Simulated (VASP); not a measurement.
# P (R-3m) in VASP: a series of runs

P is run at these levels: PBEsol; tasks: single point.

Program: VASP 6.6.1. These are calculated values, not measurements. Logs are shortened: lines on timing, memory, paths and dates and some standing lists are left out, and cuts for length are marked.

## Step 1: The cell of the first run

It takes space group R-3m (No. 166, trigonal). Conventional cell: a = 3.451 Å, b = 3.451 Å, c = 9.389 Å, α = 90.00°, β = 90.00°, γ = 120.00°. Within 3.0 Å of P (site symmetry 3m) lie 6 P at 2.29 to 2.82 Å.

## Step 2: Single point, PBEsol

Input file INCAR:

```
PREC     = Accurate       # precision mode
ENCUT    = 520            # plane-wave cutoff, eV
EDIFF    = 1E-6           # SCF threshold, eV
ISMEAR   = -1             # smearing method
SIGMA    = 0.05           # smearing width, eV
LREAL    = F              # projectors in reciprocal space
LASPH    = T              # aspherical terms in the spheres
NELM     = 60             # most SCF steps
ALGO     = Normal         # electronic algorithm
ISIF     = 2              # what is computed and relaxed
LWAVE    = F              # write WAVECAR
LCHARG   = F              # write CHGCAR
GGA      = PS             # functional
NBANDS   = 12             # bands
```

Input file KPOINTS:

```
regular mesh
0
Gamma
  6 6 6
```

Input file POSCAR:

```
P
1.0
    1.7257251800      0.9963479000      3.1296800100
   -1.7257251800      0.9963479000      3.1296800100
    0.0000000000     -1.9926957900      3.1296800100
P
2
Direct
    0.2270802500      0.2270802500      0.2270802500
    0.7729197500      0.7729197500      0.7729197500
```

Potentials or basis: VASP PAW PBE potentials, release 64 (P).

Command:

```bash
> cat potpaw_PBE.64/P/POTCAR > POTCAR
> mpirun -np 1 vasp_std > vasp.out
```

OUTCAR:

```text
PREC = Accurate
   ENCUT = 520
   EDIFF = 1E-6
   ISMEAR = -1
   LREAL = F
   LASPH = T
   NELM = 60
   ISIF = 2
   GGA = PS

 ion  position               nearest neighbor table
   1  0.227  0.227  0.227-   2 2.29   2 2.29   2 2.29   2 2.82   2 2.82   2 2.82
   2  0.773  0.773  0.773-   1 2.29   1 2.29   1 2.29   1 2.82   1 2.82   1 2.82

  LATTYP: Found a trigonal (rhomboedric) cell.
 ALAT       =     3.7102201417
 COS(alpha) =     0.5673129373

  Lattice vectors:

 A1 = (   1.7257251800,   0.9963479000,   3.1296800100)
 A2 = (  -1.7257251800,   0.9963479000,   3.1296800100)
 A3 = (   0.0000000000,  -1.9926957900,   3.1296800100)

Analysis of symmetry for initial positions (statically):
=====================================================================
 Subroutine PRICEL returns:
 Original cell was already a primitive cell.

 Routine SETGRP: Setting up the symmetry group for a
 trigonal (rhombohedral) supercell.

 Subroutine GETGRP returns: Found 12 space group operations
 (whereof 12 operations were pure point group operations)
 out of a pool of 12 trial point group operations.

The static configuration has the point symmetry D_3d.

Analysis of symmetry for dynamics (positions and initial velocities):
=====================================================================
 Subroutine PRICEL returns:
 Original cell was already a primitive cell.

 Routine SETGRP: Setting up the symmetry group for a
 trigonal (rhombohedral) supercell.

 Subroutine GETGRP returns: Found 12 space group operations
 (whereof 12 operations were pure point group operations)
 out of a pool of 12 trial point group operations.

The dynamic configuration has the point symmetry D_3d.

 Subroutine INISYM returns: Found 12 space group operations
 (whereof 12 operations are pure point group operations),
 and found     1 'primitive' translations

----------------------------------------------------------------------------------------

                                     Primitive cell

  volume of cell :      32.2875

  direct lattice vectors                    reciprocal lattice vectors
     1.725725180  0.996347900  3.129680010     0.289733270  0.167277582  0.106507161
    -1.725725180  0.996347900  3.129680010    -0.289733270  0.167277582  0.106507161
     0.000000000 -1.992695790  3.129680010     0.000000000 -0.334555163  0.106507162

  length of vectors
[... 84 lines left out ...]
   EDIFFG = 0.1E-04   stopping-criterion for IOM
   NSW    =      0    number of steps for IOM
   IBRION =     -1    ionic relax: 0-MD 1-quasi-New 2-CG
   NFREE  =      0    steps in history (QN), initial steepest desc. (CG)
   ISIF   =      2    stress and relaxation
   ISYM   =      2    0-nonsym 1-usesym 2-fastsym
   POTIM  = 0.5000    time-step for ionic-motion
   TEBEG  =    0.0;   TEEND  =   0.0 temperature during run
   PSTRESS=    0.0 pullay stress
   NELECT =      10.0000    total number of electrons
   NUPDOWN=      -1.0000    fix difference up-down
   EMIN   =  10.00;   EMAX   =-10.00  energy-range for DOS
   EFERMI =   0.00;   METHOD = LEGACY
   ISMEAR =    -1;   SIGMA  =   0.05  broadening in eV -4-tet -1-fermi 0-gaus
   EFERMI_NEDOS =   21; number of points for ismear=-14 and -15
   IALGO  =     38    algorithm
   IMIX   =      4    mixing-type and parameters
     AMIX     =   0.40;   BMIX     =  1.00
     AMIX_MAG =   1.60;   BMIX_MAG =  1.00
  volume/ion in A,a.u.               =      16.14       108.94
  Fermi-wavevector in a.u.,A,eV,Ry     =   1.107636  2.093128 16.692396  1.226857
  Thomas-Fermi vector in A             =   2.244152
   LORBIT       =      0    0 simple, 1 ext, 2 COOP (PROOUT), +10 PAW based schemes
   GGA     = PS    functional components
   LHFCALC =     F    Hartree Fock is set to
   AEXX    =    0.0000 exact exchange contribution
   IVDW    =     0    specifies the selected vdW correction
   LEPSILON=     F    determine dielectric tensor
   LRPA    =     F    only Hartree local field effects (RPA)
 non-spin polarized calculation
  energy-cutoff  :      520.00
  volume of cell :       32.29
 maximum number of plane-waves:       883
   NGX = 13   NGY = 13   NGZ = 13

 number of electron      10.0000000 magnetization

 Free energy of the ion-electron system (eV)
  ---------------------------------------------------
  ext. energy  EPLUGINS =         0.00000000
  ---------------------------------------------------
  free energy    TOTEN  =       -11.58673889 eV

  energy without entropy =      -11.58414035  energy(sigma->0) =      -11.58543962

 E-fermi :   8.9657     XC(G=0): -10.8752

 val. band max:        8.9059102619   @ k =   0.5000   0.5000   0.0000
 cond. band min:       8.9794080704   @ k =   0.3333   0.3333   0.3333
 fundamental gap:      0.0734978086
 Fermi energy:         8.9656970211

 k-point     1 :       0.0000    0.0000    0.0000
  band No.  band energies     occupation
      1      -7.6170      2.00000
      2       5.3088      2.00000
      3       5.7528      2.00000
      4       6.0375      2.00000
      5       6.0375      2.00000
      6      10.2405      0.00000
      7      11.5462      0.00000
      8      11.5462      0.00000
      9      14.6735      0.00000
     10      14.6735      0.00000
     11      15.9979      0.00000
     12      16.0427      0.00000
[... 331 lines left out ...]
 k-point    24 :      -0.3333    0.5000    0.1667
  band No.  band energies     occupation
      1      -3.5817      2.00000
      2      -1.5070      2.00000
      3       1.2564      2.00000
      4       2.3099      2.00000
      5       6.2298      2.00000
      6      10.9484      0.00000
      7      11.9712      0.00000
      8      15.7666      0.00000
      9      16.0793      0.00000
     10      17.4318      0.00000
     11      20.5718      0.00000
     12      22.0070      0.00000

 [... further k-points ...]
[... 5 lines left out ...]
  --------------------------------------------------------------------------------------
  -------------------------------------------------------------------------------------
  Total       -0.3306268     -0.3306268     -0.5640824      0.0000000     -0.0000000      0.0000000
  in kB      -16.4064554    -16.4064554    -27.9910553      0.0000000     -0.0000000      0.0000000
  external PRESSURE =     -20.2679887 kB  Pullay stress =       0.0000000 kB

 VOLUME and BASIS-vectors are now :
 -----------------------------------------------------------------------------
  energy-cutoff  :      520.00
  volume of cell :       32.29
      direct lattice vectors                 reciprocal lattice vectors
     1.725725180  0.996347900  3.129680010     0.289733270  0.167277582  0.106507161
    -1.725725180  0.996347900  3.129680010    -0.289733270  0.167277582  0.106507161
     0.000000000 -1.992695790  3.129680010     0.000000000 -0.334555163  0.106507162

 POSITION                                       TOTAL-FORCE (eV/Angst)
 -----------------------------------------------------------------------------------
      0.00000      0.00000      2.13207         0.000000      0.000000      0.044442
      0.00000      0.00000      7.25697         0.000000     -0.000000     -0.044442
 -----------------------------------------------------------------------------------
    total drift:                                0.000000     -0.000000     -0.000000

  FREE ENERGIE OF THE ION-ELECTRON SYSTEM (eV)
  ---------------------------------------------------
  free  energy   TOTEN  =       -11.5867388870 eV

  energy  without entropy=      -11.5841403543  energy(sigma->0) =      -11.58543962
```

OSZICAR:

```text
N       E                     dE             d eps       ncg     rms          rms(c)
DAV:   1     0.209029342720E+02    0.20903E+02   -0.44788E+03   768   0.716E+02
DAV:   2    -0.104070642537E+02   -0.31310E+02   -0.29857E+02   984   0.117E+02
DAV:   3    -0.116309458444E+02   -0.12239E+01   -0.12186E+01  1024   0.216E+01
DAV:   4    -0.116375765993E+02   -0.66308E-02   -0.66299E-02   904   0.193E+00
DAV:   5    -0.116376274576E+02   -0.50858E-04   -0.50857E-04   996   0.164E-01    0.686E+00
DAV:   6    -0.116039676493E+02    0.33660E-01   -0.99727E-03   900   0.573E-01    0.404E+00
DAV:   7    -0.115867694973E+02    0.17198E-01   -0.17916E-02   932   0.816E-01    0.899E-02
DAV:   8    -0.115867216922E+02    0.47805E-04   -0.18203E-03   912   0.287E-01    0.671E-02
DAV:   9    -0.115867330959E+02   -0.11404E-04   -0.69294E-05   964   0.556E-02    0.442E-02
DAV:  10    -0.115867385661E+02   -0.54702E-05   -0.57057E-06   944   0.149E-02    0.119E-02
DAV:  11    -0.115867388870E+02   -0.32083E-06   -0.95605E-07   644   0.670E-03
   1 F= -.11586739E+02 E0= -.11585440E+02  d E =-.259853E-02
```

Run time: 10 s. Hardware: 1 thread of Intel Xeon 6975P-C, shared host; peak memory 0.15 GiB.

Results:

```yaml
Free_energy: -11.5867 eV
Pressure: -2.0 GPa
Largest_force: 0.044 eV/Å
Band_gap_on_the_k_mesh: zero (band 5 reaches 9.39 eV, above the bottom of band 6 at 8.67 eV)
```

Forces on the atoms (eV/Å):
```
P    0.000  0.000  0.044
P    0.000  0.000 -0.044
```

Stress tensor (GPa, compression positive):
```
-1.64  0.00  0.00
 0.00 -1.64  0.00
 0.00  0.00 -2.80
```

Levels at points of the mesh, in eV from the Fermi level:
```tsv
k point	band 1	band 2	band 3	band 4	band 5	band 6	band 7	band 8	band 9	band 10
(0.00, 0.00, 0.00)	-16.58	-3.66	-3.21	-2.93	-2.93	1.27	2.58	2.58	5.71	5.71
(0.50, 0.00, 0.00)	-13.12	-11.98	-3.89	-3.45	-0.76	-0.30	0.07	0.46	8.68	9.64
(0.50, 0.50, 0.00)	-12.86	-10.11	-6.90	-5.48	-5.47	-0.06	6.07	7.42	8.28	8.94
(0.50, 0.50, 0.50)	-14.62	-11.00	-2.85	-2.85	-0.20	-0.20	0.07	2.23	8.55	9.38
```

Caveat: the k points lie up to 0.37 Å⁻¹ apart; the PAW data sets were made with another functional, which shifts forces and pressure a little.

## Step 3: Single point, PBEsol

Input file INCAR:

```
SYSTEM = P
PREC     = Accurate       ! precision mode
ENCUT    = 520            ! plane-wave cutoff, eV
EDIFF    = 1E-7           ! SCF threshold, eV
ISMEAR   = -1             ! smearing method
SIGMA    = 0.05           ! smearing width, eV
LREAL    = .False.        ! projectors in reciprocal space
LASPH    = .True.         ! aspherical terms in the spheres
NELM     = 100            ! most SCF steps
ALGO     = Normal         ! electronic algorithm
ISIF     = 2              ! what is computed and relaxed
LWAVE    = .False.        ! write WAVECAR
LCHARG   = .False.        ! write CHGCAR
GGA      = PS             ! functional
NBANDS   = 12             ! bands
```

Input file KPOINTS:

```
regular mesh
0
Gamma
  6 6 6
  0 0 0
```

POSCAR is that of step 2.

Potentials or basis: VASP PAW PBE potentials, release 64 (P).

Command:

```bash
> cat potpaw_PBE.64/P/POTCAR > POTCAR
> mpirun -np 1 vasp_std > vasp.out
```

Wall time 8.3 s (1 thread of Intel Xeon 6975P-C, shared host); peak memory 0.15 GiB.

The run converged. Its results:

| Quantity | Value |
| --- | --- |
| Free energy | -11.5867 eV |
| Pressure | -2.0 GPa |
| Largest force | 0.044 eV/Å |
| Band gap on the k mesh | zero (band 5 reaches 9.39 eV, above the bottom of band 6 at 8.67 eV) |

Forces in eV/Å, atoms in the order of the input:
```
P    0.000  0.000  0.044
P    0.000  0.000 -0.044
```

Stress tensor (GPa, compression positive):
```
-1.65  0.00  0.00
 0.00 -1.65  0.00
 0.00  0.00 -2.80
```

Levels at points of the mesh, in eV from the Fermi level:
```tsv
k point	band 1	band 2	band 3	band 4	band 5	band 6	band 7	band 8	band 9	band 10
(0.00, 0.00, 0.00)	-16.58	-3.66	-3.21	-2.93	-2.93	1.27	2.58	2.58	5.71	5.71
(0.50, 0.00, 0.00)	-13.12	-11.98	-3.89	-3.45	-0.76	-0.30	0.07	0.46	8.68	9.64
(0.50, 0.50, 0.00)	-12.86	-10.11	-6.90	-5.48	-5.47	-0.06	6.07	7.42	8.28	8.94
(0.50, 0.50, 0.50)	-14.62	-11.00	-2.85	-2.85	-0.20	-0.20	0.07	2.23	8.55	9.38
```

Caveat: the k points lie up to 0.37 Å⁻¹ apart; the PAW data sets were made with another functional, which shifts forces and pressure a little.
